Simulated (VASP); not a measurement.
Runs of VASP 6.6.1 on CO2 (CO2-III). The structure is that of space group Cmce (No. 64), or close to it. The cells are those of the table. 

| task | cell | cutoff (eV) | gap on the mesh (eV) | pressure (GPa) | largest force (eV/Å) |
| --- | --- | --- | --- | --- | --- |
| single point | a = 3.209, b = 3.209, c = 6.039 Å, angles 90.0, 90.0, 84.9°, 6 atoms | 520 | 6.13 | 12.2 | (c) |
| relaxation of cell and atoms | relaxed to 30 GPa from a = 3.051, b = 3.051, c = 5.844 Å, angles 90.0, 90.0, 85.6°, 6 atoms | 600 | 4.96 | 30.0 | - |
| single point | a = 2.953, b = 2.953, c = 5.720 Å, angles 90.0, 90.0, 86.0°, 6 atoms | 520 | (b) | 32.9 | (a) |
| relaxation of cell and atoms | relaxed to 10 GPa from a = 3.181, b = 3.181, c = 5.960 Å, angles 90.0, 90.0, 94.2°, 6 atoms | 600 | 5.98 | 10.0 | - |

Alike in all rows: level PBE+D3(BJ); potentials or basis VASP PAW PBE potentials, release 64 (C, O); no spin polarisation; k mesh 6 × 6 × 5; smearing gaussian 0.01 eV.

Task: Fill in the values left out.

Result: (a) 0.71; (b) 5.13; (c) 0.67.

Caveats: the cell is relaxed towards a set pressure, so the enthalpy falls and the energy may rise (some runs).

A k mesh can miss the band edges.
